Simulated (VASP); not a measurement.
# BN (Cm) in VASP: further runs

The runs below take BN through single point, with r2SCAN.

Program: VASP 6.6.1. These are calculated values, not measurements. Logs are shortened: lines on timing, memory, paths and dates and some standing lists are left out, and cuts for length are marked.

**1. The cell of the first run**

Symmetry: Cm, No. 8, monoclinic system. The conventional cell has a = 4.441 Å, b = 2.564 Å, c = 2.564 Å, α = 90.00°, β = 125.26°, γ = 90.00°. Within 1.7 Å of B (site symmetry m) lie 3 N at 1.20 to 1.65 Å. Within 1.7 Å of N (site symmetry m) lie 3 B at 1.20 to 1.65 Å.

**2. Single point, r2SCAN (all N atoms moved -0.500 Å, as atom 2 along Cartesian [1 1 0])**

Input file POSCAR:

```
BN
1.0
    0.0000000000      1.8130010000      1.8130010000
    1.8130010000      0.0000000000      1.8130010000
    1.8130010000      1.8130010000      0.0000000000
B N
1 1
Direct
    0.0000000000      0.0000000000      0.0000000000
    0.7500000000      0.7500000000      0.5549899638
```

Input file INCAR.step1:

```
  ALGO = Normal
  EDIFF = 1E-4
  ENCUT = 520
  GGA = PE
  ISMEAR = 0
  LASPH = True
  LCHARG = False
  LREAL = False
  LWAVE = True
  NBANDS = 11
  NELM = 100
  PREC = Accurate
  SIGMA = 0.05
```

Input file INCAR.step2:

```
  ALGO = Normal
  EDIFF = 1E-6
  ENCUT = 520
  ISIF = 2
  ISMEAR = 0
  ISTART = 1
  LASPH = True
  LCHARG = False
  LMIXTAU = True
  LREAL = False
  LWAVE = False
  METAGGA = R2SCAN
  NBANDS = 11
  NELM = 100
  PREC = Accurate
  SIGMA = 0.05
```

Input file KPOINTS:

```
k-points
0
Gamma
  12 12 12
```

Potentials or basis: VASP PAW PBE potentials, release 64 (B, N).

The run is started by

```bash
> cat potpaw_PBE.64/B/POTCAR potpaw_PBE.64/N/POTCAR > POTCAR
> cp INCAR.step1 INCAR
> mpirun -np 1 vasp_std > vasp.out
> cp INCAR.step2 INCAR
> mpirun -np 1 vasp_std > vasp.out
```

OUTCAR:

```text
EDIFF = 1E-6
   ENCUT = 520
   ISIF = 2
   ISMEAR = 0
   ISTART = 1
   LASPH = True
   LREAL = False
   METAGGA = R2SCAN
   NELM = 100
   PREC = Accurate

 ion  position               nearest neighbor table
   1  0.000  0.000  0.000-   2 1.20   2 1.65   2 1.65
   2  0.750  0.750  0.555-   1 1.20   1 1.65   1 1.65

  LATTYP: Found a face centered cubic cell.
 ALAT       =     3.6260020000

  Lattice vectors:

 A1 = (   0.0000000000,   1.8130010000,   1.8130010000)
 A2 = (   1.8130010000,   0.0000000000,   1.8130010000)
 A3 = (   1.8130010000,   1.8130010000,   0.0000000000)

Analysis of symmetry for initial positions (statically):
=====================================================================
 Subroutine PRICEL returns:
 Original cell was already a primitive cell.

 Routine SETGRP: Setting up the symmetry group for a
 face centered cubic supercell.

 Subroutine GETGRP returns: Found  2 space group operations
 (whereof  2 operations were pure point group operations)
 out of a pool of 48 trial point group operations.

The static configuration has the point symmetry C_1h.

Analysis of symmetry for dynamics (positions and initial velocities):
=====================================================================
 Subroutine PRICEL returns:
 Original cell was already a primitive cell.

 Routine SETGRP: Setting up the symmetry group for a
 face centered cubic supercell.

 Subroutine GETGRP returns: Found  2 space group operations
 (whereof  2 operations were pure point group operations)
 out of a pool of 48 trial point group operations.

The dynamic configuration has the point symmetry C_1h.

 Subroutine INISYM returns: Found  2 space group operations
 (whereof  2 operations are pure point group operations),
 and found     1 'primitive' translations

----------------------------------------------------------------------------------------

                                     Primitive cell

  volume of cell :      11.9186

  direct lattice vectors                    reciprocal lattice vectors
     0.000000000  1.813001000  1.813001000    -0.275785838  0.275785838  0.275785838
     1.813001000  0.000000000  1.813001000     0.275785838 -0.275785838  0.275785838
     1.813001000  1.813001000  0.000000000     0.275785838  0.275785838 -0.275785838

  length of vectors
     2.563970603  2.563970603  2.563970603     0.477675083  0.477675083  0.477675083

  position of ions in fractional coordinates (direct lattice)
     0.000000000  0.000000000  0.000000000
     0.750000000  0.750000000  0.554989964

  ion indices of the primitive-cell ions
   primitive index   ion index
                 1           1
                 2           2

----------------------------------------------------------------------------------------

 KPOINTS: k-points

Automatic generation of k-mesh.
 Grid dimensions read from file:
 generate k-points for:   12   12   12

 Generating k-lattice:

  Cartesian coordinates                     Fractional coordinates (reciprocal lattice)
    -0.022982153  0.022982153  0.022982153     0.083333333  0.000000000  0.000000000
     0.022982153 -0.022982153  0.022982153     0.000000000  0.083333333  0.000000000
     0.022982153  0.022982153 -0.022982153     0.000000000  0.000000000  0.083333333

  Length of vectors
     0.039806257  0.039806257  0.039806257

  Shift w.r.t. Gamma in fractional coordinates (k-lattice)
     0.000000000  0.000000000  0.000000000

 Subroutine IBZKPT returns following result:
 ===========================================

 Found    476 irreducible k-points:

 Following reciprocal coordinates:
            Coordinates               Weight
  0.000000  0.000000  0.000000      1.000000
  0.083333  0.000000  0.000000      4.000000
  0.000000  0.000000  0.083333      2.000000
  0.083333  0.083333  0.083333      2.000000
  0.166667  0.000000  0.000000      4.000000
  0.000000  0.000000  0.166667      2.000000
[... 16 lines left out ...]
  0.000000  0.166667  0.083333      4.000000
  0.083333  0.000000  0.166667      4.000000
 [... further k-points ...]
   k-points           NKPTS =    476   k-points in BZ     NKDIM =    476   number of bands    NBANDS=     11
   number of dos      NEDOS =    301   number of ions     NIONS =      2
   total plane-waves  NPLWV =   8000
   dimension x,y,z NGX =    20 NGY =   20 NGZ =   20
   dimension x,y,z NGXF=    40 NGYF=   40 NGZF=   40
   ions per type =               1   1
   NGX,Y,Z   is equivalent  to a cutoff of  12.97, 12.97, 12.97 a.u.
   NGXF,Y,Z  is equivalent  to a cutoff of  25.94, 25.94, 25.94 a.u.
 SYSTEM =  unknown system
   PREC   = accura    normal or accurate (medium, high low for compatibility)
   ISTART =      1    job   : 0-new  1-cont  2-samecut
   ICHARG =      0    charge: 1-file 2-atom 10-const
   ISPIN  =      1    spin polarized calculation?
   LNONCOLLINEAR =      F non collinear calculations
   LSORBIT =      F    spin-orbit coupling
   LASPH  =      T    aspherical Exc in radial PAW
   ENCUT  =  520.0 eV  38.22 Ry    6.18 a.u.   4.77  4.77  4.77*2*pi/ulx,y,z
   NELM   =    100;   NELMIN=  2; NELMDL=  0     # of ELM steps
   EDIFF  = 0.1E-05   stopping-criterion for ELM
   LREAL  =      F    real-space projection
   EDIFFG = 0.1E-04   stopping-criterion for IOM
   NSW    =      0    number of steps for IOM
   IBRION =     -1    ionic relax: 0-MD 1-quasi-New 2-CG
   NFREE  =      0    steps in history (QN), initial steepest desc. (CG)
   ISIF   =      2    stress and relaxation
   ISYM   =      2    0-nonsym 1-usesym 2-fastsym
   POTIM  = 0.5000    time-step for ionic-motion
   TEBEG  =    0.0;   TEEND  =   0.0 temperature during run
   PSTRESS=    0.0 pullay stress
   NELECT =       8.0000    total number of electrons
   NUPDOWN=      -1.0000    fix difference up-down
   EMIN   =  10.00;   EMAX   =-10.00  energy-range for DOS
   EFERMI =   0.00;   METHOD = LEGACY
   ISMEAR =     0;   SIGMA  =   0.05  broadening in eV -4-tet -1-fermi 0-gaus
   EFERMI_NEDOS =   21; number of points for ismear=-14 and -15
   IALGO  =     38    algorithm
   IMIX   =      4    mixing-type and parameters
     AMIX     =   0.40;   BMIX     =  1.00
     AMIX_MAG =   1.60;   BMIX_MAG =  1.00
  volume/ion in A,a.u.               =       5.96        40.22
  Fermi-wavevector in a.u.,A,eV,Ry     =   1.433387  2.708709 27.954506  2.054598
  Thomas-Fermi vector in A             =   2.552911
   LORBIT       =      0    0 simple, 1 ext, 2 COOP (PROOUT), +10 PAW based schemes
   METAGGA = R2SCAN    functional components
   LHFCALC =     F    Hartree Fock is set to
   AEXX    =    0.0000 exact exchange contribution
   IVDW    =     0    specifies the selected vdW correction
   LEPSILON=     F    determine dielectric tensor
   LRPA    =     F    only Hartree local field effects (RPA)
 non-spin polarized calculation
 Gauss-broadening in eV      SIGMA  =   0.05
  energy-cutoff  :      520.00
  volume of cell :       11.92
 maximum number of plane-waves:       332
   NGX =  9   NGY =  9   NGZ =  9

 number of electron       8.0000000 magnetization

 Free energy of the ion-electron system (eV)
  ---------------------------------------------------
  ext. energy  EPLUGINS =         0.00000000
  ---------------------------------------------------
  free energy    TOTEN  =       -16.23628380 eV

  energy without entropy =      -16.23628380  energy(sigma->0) =      -16.23628380

 E-fermi :   8.3722     XC(G=0): -13.5150

 val. band max:        8.0192459271   @ k =   0.0000  -0.1667   0.0833
 cond. band min:       9.1717358565   @ k =   0.5000   0.5000   0.0000
 fundamental gap:      1.1524899294
 Fermi energy:         8.3722145517

 k-point     1 :       0.0000    0.0000    0.0000
  band No.  band energies     occupation
      1     -14.2357      2.00000
      2       2.3080      2.00000
      3       7.8048      2.00000
      4       7.8783      2.00000
      5      15.2513      0.00000
      6      16.6047      0.00000
      7      18.7395      0.00000
      8      23.1422      0.00000
      9      29.7846      0.00000
     10      33.9383      0.00000
     11      35.6222      0.00000

 k-point     2 :       0.0833    0.0000    0.0000
  band No.  band energies     occupation
      1     -14.0707      2.00000
      2       2.0920      2.00000
      3       7.0543      2.00000
      4       7.8914      2.00000
      5      15.1314      0.00000
      6      17.2216      0.00000
      7      18.4390      0.00000
      8      23.7841      0.00000
      9      29.8353      0.00000
     10      33.2836      0.00000
     11      34.3733      0.00000

 k-point     3 :       0.0000    0.0000    0.0833
  band No.  band energies     occupation
      1     -14.0809      2.00000
      2       1.9151      2.00000
      3       7.3931      2.00000
      4       7.7643      2.00000
      5      15.9942      0.00000
      6      16.6475      0.00000
      7      18.5200      0.00000
      8      23.3738      0.00000
      9      29.5930      0.00000
     10      33.3028      0.00000
     11      33.3507      0.00000

 k-point     4 :       0.0833    0.0833    0.0833
  band No.  band energies     occupation
      1     -14.0639      2.00000
      2       2.2119      2.00000
      3       7.0177      2.00000
      4       7.7216      2.00000
      5      15.2272      0.00000
      6      16.8939      0.00000
      7      18.8035      0.00000
      8      23.3388      0.00000
      9      30.0122      0.00000
     10      33.5200      0.00000
     11      34.5346      0.00000

 k-point     5 :       0.1667    0.0000    0.0000
  band No.  band energies     occupation
      1     -13.5845      2.00000
      2       1.4067      2.00000
      3       5.5078      2.00000
      4       7.8036      2.00000
      5      14.9778      0.00000
      6      17.6838      0.00000
      7      18.6509      0.00000
      8      25.1559      0.00000
      9      29.8767      0.00000
     10      31.7510      0.00000
     11      33.0150      0.00000
[... 211 lines left out ...]
 k-point    21 :       0.0000    0.0833    0.0833
  band No.  band energies     occupation
      1     -14.0136      2.00000
      2       2.0030      2.00000
      3       7.1422      2.00000
      4       7.5674      2.00000
      5      15.0068      0.00000
      6      17.2416      0.00000
      7      18.8715      0.00000
      8      23.6659      0.00000
      9      29.4619      0.00000
     10      32.9685      0.00000
     11      34.3355      0.00000

 k-point    22 :       0.1667    0.0833    0.0000
  band No.  band energies     occupation
      1     -13.6528      2.00000
      2       1.5523      2.00000
      3       5.8708      2.00000
      4       7.4486      2.00000
      5      16.3025      0.00000
      6      16.8067      0.00000
      7      18.1052      0.00000
      8      24.4428      0.00000
      9      29.4441      0.00000
     10      32.2014      0.00000
     11      35.1654      0.00000

 k-point    23 :       0.0000    0.1667    0.0833
  band No.  band energies     occupation
      1     -13.6227      2.00000
      2       1.6159      2.00000
      3       5.9491      2.00000
      4       7.2411      2.00000
      5      14.4310      0.00000
      6      18.1020      0.00000
      7      18.7759      0.00000
      8      24.9066      0.00000
      9      28.8975      0.00000
     10      32.5651      0.00000
     11      34.8435      0.00000

 k-point    24 :       0.0833    0.0000    0.1667
  band No.  band energies     occupation
      1     -13.6530      2.00000
      2       1.1967      2.00000
      3       6.5884      2.00000
      4       7.0643      2.00000
      5      15.9215      0.00000
      6      17.2383      0.00000
      7      19.1952      0.00000
      8      23.8542      0.00000
      9      28.4829      0.00000
     10      31.8373      0.00000
     11      34.1978      0.00000

 [... further k-points ...]
[... 5 lines left out ...]
  --------------------------------------------------------------------------------------
  -------------------------------------------------------------------------------------
  Total        4.0482357      4.0482357      8.1590443      4.5443537     -1.8101959     -1.8102024
  in kB      544.1921163    544.1921163   1096.7957241    610.8837578   -243.3391803   -243.3400513
  external PRESSURE =     728.3933189 kB  Pullay stress =       0.0000000 kB

 VOLUME and BASIS-vectors are now :
 -----------------------------------------------------------------------------
  energy-cutoff  :      520.00
  volume of cell :       11.92
      direct lattice vectors                 reciprocal lattice vectors
     0.000000000  1.813001000  1.813001000    -0.275785838  0.275785838  0.275785838
     1.813001000  0.000000000  1.813001000     0.275785838 -0.275785838  0.275785838
     1.813001000  1.813001000  0.000000000     0.275785838  0.275785838 -0.275785838

 POSITION                                       TOTAL-FORCE (eV/Angst)
 -----------------------------------------------------------------------------------
      0.00000      0.00000      0.00000        -8.478479     -8.478479     11.996788
      2.36595      2.36595      2.71950         8.478479      8.478479    -11.996788
 -----------------------------------------------------------------------------------
    total drift:                                0.000117      0.000117     -0.000187

  FREE ENERGIE OF THE ION-ELECTRON SYSTEM (eV)
  ---------------------------------------------------
  free  energy   TOTEN  =       -16.2362837967 eV

  energy  without entropy=      -16.2362837967  energy(sigma->0) =      -16.23628380
```

It took 2.1 min on 1 thread of AMD EPYC 9R45 (Zen 5), shared host; peak memory 0.14 GiB.

Results:

* Free energy: -16.2363 eV
* Pressure: 72.8 GPa
* Largest force: 16.961 eV/Å
* Band gap on the k mesh: 1.15 eV (least direct gap 4.71 eV)

Forces in eV/Å, atoms in the order of the input:
```
B    -8.478  -8.478  11.997
N     8.478   8.478 -11.997
```

Caveat: the cell differs from its parent crystal (all N atoms moved -0.500 Å, as atom 2 along Cartesian [1 1 0]); the stress differs along the axes, from 54 to 110 GPa; the PAW data sets were made with another functional, which shifts forces and pressure a little. A k mesh can miss the band edges.

**3. Single point, r2SCAN (all N atoms moved +0.375 Å, as atom 2 along Cartesian [1 1 0])**

POSCAR, as its differences from that of step 2:

```diff
@@ -9,2 +9,2 @@
     0.0000000000      0.0000000000      0.0000000000
-    0.7500000000      0.7500000000      0.5549899638
+    0.7500000000      0.7500000000      0.8962575271
```

Input file INCAR.step1:

```
PREC     = Accurate       # precision mode
ENCUT    = 520            # plane-wave cutoff, eV
ISMEAR   = 0              # smearing method
SIGMA    = 0.05           # smearing width, eV
LREAL    = F              # projectors in reciprocal space
LASPH    = T              # aspherical terms in the spheres
NELM     = 100            # most SCF steps
NBANDS   = 11             # bands
GGA      = PE             # functional
ALGO     = Normal         # electronic algorithm
EDIFF    = 1E-4           # SCF threshold, eV
LWAVE    = T              # write WAVECAR
LCHARG   = F              # write CHGCAR
```

Input file INCAR.step2:

```
PREC     = Accurate       # precision mode
ENCUT    = 520            # plane-wave cutoff, eV
EDIFF    = 1E-6           # SCF threshold, eV
ISMEAR   = 0              # smearing method
SIGMA    = 0.05           # smearing width, eV
LREAL    = F              # projectors in reciprocal space
LASPH    = T              # aspherical terms in the spheres
NELM     = 100            # most SCF steps
ALGO     = Normal         # electronic algorithm
ISIF     = 2              # what is computed and relaxed
LWAVE    = F              # write WAVECAR
LCHARG   = F              # write CHGCAR
METAGGA  = R2SCAN         # meta-GGA
LMIXTAU  = T            
NBANDS   = 11             # bands
ISTART   = 1
```

Input file KPOINTS:

```
Automatic mesh
0
Gamma
  12 12 12
```

Potentials or basis: VASP PAW PBE potentials, release 64 (B, N).

The run is started by

```bash
> cat potpaw_PBE.64/B/POTCAR potpaw_PBE.64/N/POTCAR > POTCAR
> cp INCAR.step1 INCAR
> mpirun -np 1 vasp_std > vasp.out
> cp INCAR.step2 INCAR
> mpirun -np 1 vasp_std > vasp.out
```

It took 2 min on 1 thread of AMD EPYC 9R45 (Zen 5), shared host; peak memory 0.13 GiB.

Results (log left out):

```yaml
Free_energy: -17.5266 eV
Pressure: 37.9 GPa
Largest_force: 10.949 eV/Å
Band_gap_on_the_k_mesh: 1.88 eV (least direct gap 6.53 eV)
```

Forces in eV/Å, atoms in the order of the input:
```
B    6.185  6.185  6.586
N   -6.185 -6.185 -6.586
```

Stress tensor (GPa, compression positive):
```
31.40 38.80  9.26
38.80 31.40  9.26
 9.26  9.26 50.87
```

Levels at points of the mesh, in eV from the valence-band top:
```
           k point  band 1  band 2  band 3  band 4  band 5  band 6  band 7  band 8
(0.00, 0.00, 0.00)  -22.51   -5.02   -0.70    0.00    7.28    8.64    9.09   13.03
(0.50, 0.00, 0.00)  -18.50  -12.19   -5.48   -0.71    5.81    8.47   14.56   16.47
(0.00, 0.00, 0.50)  -18.39  -11.55   -5.82   -1.80    6.39    8.66   13.17   13.49
(0.50, 0.50, 0.50)  -18.70  -12.85   -3.90   -1.71    7.58   10.75   14.56   15.07
(0.50, 0.50, 0.00)  -17.43  -10.84   -6.24   -4.67    1.88    6.93   18.04   19.11
(0.00, 0.50, 0.50)  -17.15  -10.74   -7.07   -5.23    3.10    7.22   17.82   18.86
```

Caveat: the cell differs from its parent crystal (all N atoms moved +0.375 Å, as atom 2 along Cartesian [1 1 0]); the stress differs along the axes, from 31 to 51 GPa; the PAW data sets were made with another functional, which shifts forces and pressure a little. A k mesh can miss the band edges.

**4. Single point, r2SCAN (all N atoms moved -0.250 Å, as atom 2 along Cartesian [1 1 0])**

POSCAR, as its differences from that of step 3:

```diff
@@ -9,2 +9,2 @@
     0.0000000000      0.0000000000      0.0000000000
-    0.7500000000      0.7500000000      0.8962575271
+    0.7500000000      0.7500000000      0.6524949819
```

Input file INCAR.step1:

```
  ALGO = Normal
  EDIFF = 1E-4
  ENCUT = 520
  GGA = PE
  ISMEAR = 0
  LASPH = True
  LCHARG = False
  LREAL = False
  LWAVE = True
  NBANDS = 11
  NELM = 80
  PREC = Accurate
  SIGMA = 0.05
```

Input file INCAR.step2:

```
  ALGO = Normal
  EDIFF = 1E-7
  ENCUT = 520
  ISIF = 2
  ISMEAR = 0
  ISTART = 1
  LASPH = True
  LCHARG = True
  LELF = True
  LMIXTAU = True
  LREAL = False
  LVHAR = True
  LWAVE = False
  METAGGA = R2SCAN
  NBANDS = 11
  NELM = 80
  PREC = Accurate
  SIGMA = 0.05
```

Input file KPOINTS:

```
k-points
0
Gamma
  12 12 12
```

The run is started by

```bash
> cat potpaw_PBE.64/B/POTCAR potpaw_PBE.64/N/POTCAR > POTCAR
> cp INCAR.step1 INCAR
> mpirun -np 1 vasp_std > vasp.out
> cp INCAR.step2 INCAR
> mpirun -np 1 vasp_std > vasp.out
```

Wall time 2.4 min (1 thread of AMD EPYC 9R45 (Zen 5), shared host); peak memory 0.14 GiB.

The run converged. Its results:

```yaml
Free_energy: -18.4364 eV
Pressure: 14.1 GPa
Largest_force: 6.524 eV/Å
Band_gap_on_the_k_mesh: 2.76 eV (least direct gap 7.31 eV)
```

Forces in eV/Å, atoms in the order of the input:
```
B   -4.126 -4.126  2.918
N    4.126  4.126 -2.918
```

Stress tensor (GPa, compression positive):
```
12.26 18.52 -2.90
18.52 12.26 -2.90
-2.90 -2.90 17.84
```

Levels at points of the mesh, in eV from the valence-band top:
```tsv
k point	band 1	band 2	band 3	band 4	band 5	band 6	band 7	band 8
(0.00, 0.00, 0.00)	-22.60	-3.94	-1.09	0.00	7.61	7.75	9.02	11.14
(0.50, 0.00, 0.00)	-18.45	-12.35	-5.07	-1.44	6.55	8.95	14.30	14.74
(0.00, 0.00, 0.50)	-18.56	-12.89	-3.88	-2.14	8.11	10.32	12.92	15.39
(0.50, 0.50, 0.50)	-18.40	-11.83	-5.11	-2.46	7.37	8.80	12.09	13.63
(0.50, 0.50, 0.00)	-17.21	-10.86	-6.39	-5.62	2.76	7.29	17.81	19.75
(0.00, 0.50, 0.50)	-17.07	-10.76	-7.07	-5.64	3.29	7.71	17.52	19.28
```

Caveat: the cell differs from its parent crystal (all N atoms moved -0.250 Å, as atom 2 along Cartesian [1 1 0]); the stress differs along the axes, from 12 to 18 GPa; the PAW data sets were made with another functional, which shifts forces and pressure a little. A k mesh can miss the band edges.

(Continued in part 2 of 2.)
